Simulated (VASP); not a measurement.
# W in VASP: single point with PBE

Aim: the single point of W with PBE.

All numbers are computed with VASP 6.6.1; they aren't measurements. Logs are shortened: lines on timing, memory, paths and dates and some standing lists are left out, and cuts for length are marked.

**1. The cell of the first run**

The cell holds a slab with vacuum, 6 atoms: a = 2.757 Å, b = 2.757 Å, c = 27.256 Å, α = 90.00°, β = 90.00°, γ = 109.47°.

**2. Single point, PBE**

File INCAR:

```
SYSTEM = W
PREC = Accurate ; ENCUT = 520
EDIFF = 1E-6 ; ISMEAR = -1
SIGMA = 0.1 ; LREAL = .FALSE.
LASPH = .TRUE. ; NELM = 80
ALGO = Normal ; ISIF = 2
LWAVE = .FALSE. ; LCHARG = .FALSE.
GGA = PE ; NBANDS = 51
```

File KPOINTS:

```
Automatic mesh
0
G
  13 13 1
  0 0 0
```

File POSCAR:

```
W
1.0
    2.7570193923      0.0000000000      0.0000000000
   -0.9190064641      2.5993428109      0.0000000000
    0.0000000000      0.0000000000     27.2555000000
W
6
Direct
    0.2500000000      0.2500000000      0.2962942737
    0.7500000000      0.7500000000      0.3758207714
    0.2500000000      0.2500000000      0.4587453341
    0.7500000000      0.7500000000      0.5412546662
    0.2500000000      0.2500000000      0.6241792281
    0.7500000000      0.7500000000      0.7037057265
```

Potentials or basis: VASP PAW PBE potentials, release 64 (W_sv).

On the command line:

```sh
cat potpaw_PBE.64/W_sv/POTCAR > POTCAR
mpirun -np 1 vasp_std > vasp.out
```

OUTCAR:

```text
SYSTEM = W
   PREC = Accurate
   ENCUT = 520
   EDIFF = 1E-6
   ISMEAR = -1
   LREAL = .FALSE.
   LASPH = .TRUE.
   NELM = 80
   ISIF = 2
   GGA = PE

 ion  position               nearest neighbor table
   1  0.250  0.250  0.296-   2 2.69   2 2.69   2 3.13   2 3.13
   2  0.750  0.750  0.376-   1 2.69   1 2.69   3 2.76   3 2.76   1 3.13   1 3.13   3 3.19   3 3.19

   3  0.250  0.250  0.459-   4 2.76   4 2.76   2 2.76   2 2.76   4 3.18   4 3.18   2 3.19   2 3.19

   4  0.750  0.750  0.541-   3 2.76   3 2.76   5 2.76   5 2.76   3 3.18   3 3.18   5 3.19   5 3.19

   5  0.250  0.250  0.624-   6 2.69   6 2.69   4 2.76   4 2.76   6 3.13   6 3.13   4 3.19   4 3.19

   6  0.750  0.750  0.704-   5 2.69   5 2.69   5 3.13   5 3.13

  LATTYP: Found a base centered orthorhombic cell.
 ALAT       =     3.1835317766
 B/A-ratio  =     1.4142135624
 C/A-ratio  =     8.5614034702

  Lattice vectors:

 A1 = (   2.7570193923,   0.0000000000,   0.0000000000)
 A2 = (  -0.9190064641,   2.5993428109,   0.0000000000)
 A3 = (   0.0000000000,   0.0000000000,  27.2555000000)

Analysis of symmetry for initial positions (statically):
=====================================================================
 Subroutine PRICEL returns:
 Original cell was already a primitive cell.

 Routine SETGRP: Setting up the symmetry group for a
 base centered orthorhombic supercell.

 Subroutine GETGRP returns: Found  8 space group operations
 (whereof  4 operations were pure point group operations)
 out of a pool of  8 trial point group operations.

The static configuration has the point symmetry C_2h.
 The point group associated with its full space group is D_2h.

Analysis of symmetry for dynamics (positions and initial velocities):
=====================================================================
 Subroutine PRICEL returns:
 Original cell was already a primitive cell.

 Routine SETGRP: Setting up the symmetry group for a
 base centered orthorhombic supercell.

 Subroutine GETGRP returns: Found  8 space group operations
 (whereof  4 operations were pure point group operations)
 out of a pool of  8 trial point group operations.

The dynamic configuration has the point symmetry C_2h.
 The point group associated with its full space group is D_2h.

 Subroutine INISYM returns: Found  8 space group operations
 (whereof  4 operations are pure point group operations),
 and found     1 'primitive' translations

----------------------------------------------------------------------------------------

                                     Primitive cell

  volume of cell :     195.3249

  direct lattice vectors                    reciprocal lattice vectors
     2.757019392  0.000000000  0.000000000     0.362710543  0.128237542  0.000000000
    -0.919006464  2.599342811  0.000000000     0.000000000  0.384712627  0.000000000
     0.000000000  0.000000000 27.255500000     0.000000000  0.000000000  0.036689842

  length of vectors
     2.757019392  2.757019392 27.255500000     0.384712627  0.384712627  0.036689842

  position of ions in fractional coordinates (direct lattice)
     0.250000000  0.250000000  0.296294274
     0.750000000  0.750000000  0.375820771
     0.250000000  0.250000000  0.458745334
     0.750000000  0.750000000  0.541254666
     0.250000000  0.250000000  0.624179228
     0.750000000  0.750000000  0.703705726

  ion indices of the primitive-cell ions
   primitive index   ion index
                 1           1
                 2           2
                 3           3
                 4           4
                 5           5
                 6           6

----------------------------------------------------------------------------------------

 KPOINTS: Automatic mesh

Automatic generation of k-mesh.
 Grid dimensions read from file:
 generate k-points for:   13   13    1

 Generating k-lattice:

  Cartesian coordinates                     Fractional coordinates (reciprocal lattice)
     0.027900811  0.009864426  0.000000000     0.076923077  0.000000000  0.000000000
     0.000000000  0.029593279  0.000000000     0.000000000  0.076923077  0.000000000
     0.000000000  0.000000000  0.036689842     0.000000000  0.000000000  1.000000000

  Length of vectors
     0.029593279  0.029593279  0.036689842

  Shift w.r.t. Gamma in fractional coordinates (k-lattice)
     0.000000000  0.000000000  0.000000000

 Subroutine IBZKPT returns following result:
 ===========================================

 Found     49 irreducible k-points:

 Following reciprocal coordinates:
            Coordinates               Weight
  0.000000  0.000000  0.000000      1.000000
  0.076923  0.000000  0.000000      4.000000
  0.153846  0.000000  0.000000      4.000000
  0.230769  0.000000  0.000000      4.000000
  0.307692  0.000000  0.000000      4.000000
  0.384615  0.000000  0.000000      4.000000
[... 16 lines left out ...]
  0.384615  0.153846  0.000000      4.000000
  0.461538  0.153846  0.000000      4.000000
 [... further k-points ...]
   k-points           NKPTS =     49   k-points in BZ     NKDIM =     49   number of bands    NBANDS=     51
   number of dos      NEDOS =    301   number of ions     NIONS =      6
   total plane-waves  NPLWV = 120960
   dimension x,y,z NGX =    24 NGY =   24 NGZ =  210
   dimension x,y,z NGXF=    48 NGYF=   48 NGZF=  420
   ions per type =               6
   NGX,Y,Z   is equivalent  to a cutoff of  14.47, 14.47, 12.81 a.u.
   NGXF,Y,Z  is equivalent  to a cutoff of  28.94, 28.94, 25.62 a.u.
 SYSTEM =  W
   PREC   = accura    normal or accurate (medium, high low for compatibility)
   ISTART =      0    job   : 0-new  1-cont  2-samecut
   ICHARG =      2    charge: 1-file 2-atom 10-const
   ISPIN  =      1    spin polarized calculation?
   LNONCOLLINEAR =      F non collinear calculations
   LSORBIT =      F    spin-orbit coupling
   LASPH  =      T    aspherical Exc in radial PAW
   ENCUT  =  520.0 eV  38.22 Ry    6.18 a.u.   5.13  5.13 50.68*2*pi/ulx,y,z
   NELM   =     80;   NELMIN=  2; NELMDL= -5     # of ELM steps
   EDIFF  = 0.1E-05   stopping-criterion for ELM
   LREAL  =      F    real-space projection
   EDIFFG = 0.1E-04   stopping-criterion for IOM
   NSW    =      0    number of steps for IOM
   IBRION =     -1    ionic relax: 0-MD 1-quasi-New 2-CG
   NFREE  =      0    steps in history (QN), initial steepest desc. (CG)
   ISIF   =      2    stress and relaxation
   ISYM   =      2    0-nonsym 1-usesym 2-fastsym
   POTIM  = 0.5000    time-step for ionic-motion
   TEBEG  =    0.0;   TEEND  =   0.0 temperature during run
   PSTRESS=    0.0 pullay stress
   NELECT =      84.0000    total number of electrons
   NUPDOWN=      -1.0000    fix difference up-down
   EMIN   =  10.00;   EMAX   =-10.00  energy-range for DOS
   EFERMI =   0.00;   METHOD = LEGACY
   ISMEAR =    -1;   SIGMA  =   0.10  broadening in eV -4-tet -1-fermi 0-gaus
   EFERMI_NEDOS =   21; number of points for ismear=-14 and -15
   IALGO  =     38    algorithm
   IMIX   =      4    mixing-type and parameters
     AMIX     =   0.40;   BMIX     =  1.00
     AMIX_MAG =   1.60;   BMIX_MAG =  1.00
  volume/ion in A,a.u.               =      32.55       219.69
  Fermi-wavevector in a.u.,A,eV,Ry     =   1.235707  2.335147 20.775704  1.526971
  Thomas-Fermi vector in A             =   2.370345
   LORBIT       =      0    0 simple, 1 ext, 2 COOP (PROOUT), +10 PAW based schemes
   GGA     = PE    functional components
   LHFCALC =     F    Hartree Fock is set to
   AEXX    =    0.0000 exact exchange contribution
   IVDW    =     0    specifies the selected vdW correction
   LEPSILON=     F    determine dielectric tensor
   LRPA    =     F    only Hartree local field effects (RPA)
 non-spin polarized calculation
  energy-cutoff  :      520.00
  volume of cell :      195.32
 maximum number of plane-waves:      5304
 NGX is ok and might be reduce to    24
   NGX = 11   NGY = 11   NGZ =101

 number of electron      83.9999992 magnetization

 Free energy of the ion-electron system (eV)
  ---------------------------------------------------
  ext. energy  EPLUGINS =         0.00000000
  ---------------------------------------------------
  free energy    TOTEN  =       -74.89035480 eV

  energy without entropy =      -74.77254283  energy(sigma->0) =      -74.83144881

 E-fermi :   3.1737     XC(G=0):  -7.4692

 val. band max:        3.1385282538   @ k =  -0.4615   0.0769   0.0000
 cond. band min:       3.1742546801   @ k =   0.3846   0.2308   0.0000
 fundamental gap:      0.0357264263
 Fermi energy:         3.1737182492

 k-point     1 :       0.0000    0.0000    0.0000
  band No.  band energies     occupation
      1     -71.0373      2.00000
      2     -71.0065      2.00000
      3     -70.9717      2.00000
      4     -70.9401      2.00000
      5     -70.8135      2.00000
      6     -70.8134      2.00000
[... 43 lines left out ...]
     50       5.1798      0.00000
     51       5.4065      0.00000

 k-point     2 :       0.0769    0.0000    0.0000
  band No.  band energies     occupation
      1     -71.0322      2.00000
      2     -71.0021      2.00000
      3     -70.9681      2.00000
      4     -70.9377      2.00000
      5     -70.8106      2.00000
      6     -70.8104      2.00000
[... 43 lines left out ...]
     50       5.0424      0.00000
     51       5.2201      0.00000

 k-point     3 :       0.1538    0.0000    0.0000
  band No.  band energies     occupation
      1     -71.0179      2.00000
      2     -70.9896      2.00000
      3     -70.9584      2.00000
      4     -70.9313      2.00000
      5     -70.8025      2.00000
      6     -70.8025      2.00000
[... 43 lines left out ...]
     50       4.9483      0.00000
     51       5.0120      0.00000
[... 1027 lines left out ...]
 k-point    23 :       0.3846    0.1538    0.0000
  band No.  band energies     occupation
      1     -70.9214      2.00000
      2     -70.9210      2.00000
      3     -70.9111      2.00000
      4     -70.9111      2.00000
      5     -70.7586      2.00000
      6     -70.7586      2.00000
[... 43 lines left out ...]
     50       6.0457      0.00000
     51       6.3880      0.00000

 k-point    24 :       0.4615    0.1538    0.0000
  band No.  band energies     occupation
      1     -70.9260      2.00000
      2     -70.9148      2.00000
      3     -70.9040      2.00000
      4     -70.9005      2.00000
      5     -70.7528      2.00000
      6     -70.7528      2.00000
[... 43 lines left out ...]
     50       5.9283      0.00000
     51       6.3604      0.00000

 [... further k-points ...]

------------------------ aborting loop because EDIFF is reached ----------------------------------------

  FORCE on cell =-STRESS in cart. coord.  units (eV):
  Direction    XX          YY          ZZ          XY          YZ          ZX
  --------------------------------------------------------------------------------------
  -------------------------------------------------------------------------------------
  Total       -2.8913231     -3.5580283      0.3406259     -0.9428635      0.0000000      0.0000000
  in kB      -23.7164496    -29.1851845      2.7940275     -7.7339590      0.0000000      0.0000000
  external PRESSURE =     -16.7025355 kB  Pullay stress =       0.0000000 kB

 VOLUME and BASIS-vectors are now :
 -----------------------------------------------------------------------------
  energy-cutoff  :      520.00
  volume of cell :      195.32
      direct lattice vectors                 reciprocal lattice vectors
     2.757019392  0.000000000  0.000000000     0.362710543  0.128237542  0.000000000
    -0.919006464  2.599342811  0.000000000     0.000000000  0.384712627  0.000000000
     0.000000000  0.000000000 27.255500000     0.000000000  0.000000000  0.036689842

 POSITION                                       TOTAL-FORCE (eV/Angst)
 -----------------------------------------------------------------------------------
      0.45950      0.64984      8.07565         0.000000      0.000000     -0.038478
      1.37851      1.94951     10.24318         0.000000     -0.000000     -0.001372
      0.45950      0.64984     12.50333         0.000000      0.000000      0.011608
      1.37851      1.94951     14.75217        -0.000000     -0.000000     -0.011608
      0.45950      0.64984     17.01232         0.000000     -0.000000      0.001372
      1.37851      1.94951     19.17985        -0.000000      0.000000      0.038478
 -----------------------------------------------------------------------------------
    total drift:                               -0.000000      0.000000      0.000015

  FREE ENERGIE OF THE ION-ELECTRON SYSTEM (eV)
  ---------------------------------------------------
  free  energy   TOTEN  =       -74.8903548032 eV

  energy  without entropy=      -74.7725428265  energy(sigma->0) =      -74.83144881
```

It took 9.1 min on 1 thread of Intel Xeon 6975P-C (Granite Rapids), shared host; peak memory 0.53 GiB.

Results:

```
Free energy            : -74.8904 eV
Largest force          : 0.038 eV/Å
Band gap on the k mesh : zero (bands 42 and 43 overlap by 1.80 eV)
```

Forces on the atoms (eV/Å):
```
W    0.000  0.000 -0.038
W    0.000  0.000 -0.001
W    0.000  0.000  0.012
W    0.000  0.000 -0.012
W    0.000  0.000  0.001
W    0.000  0.000  0.038
```

Levels at points of the mesh, in eV from the Fermi level:
```
           k point  band 38  band 39  band 40  band 41  band 42  band 43  band 44  band 45  band 46  band 47
(0.00, 0.00, 0.00)    -1.25    -1.15    -1.14    -1.09    -1.02    -0.35     0.12     0.68     0.89     1.62
```

Caveat: spin-orbit coupling is left out, which moves the levels of the heavy elements.
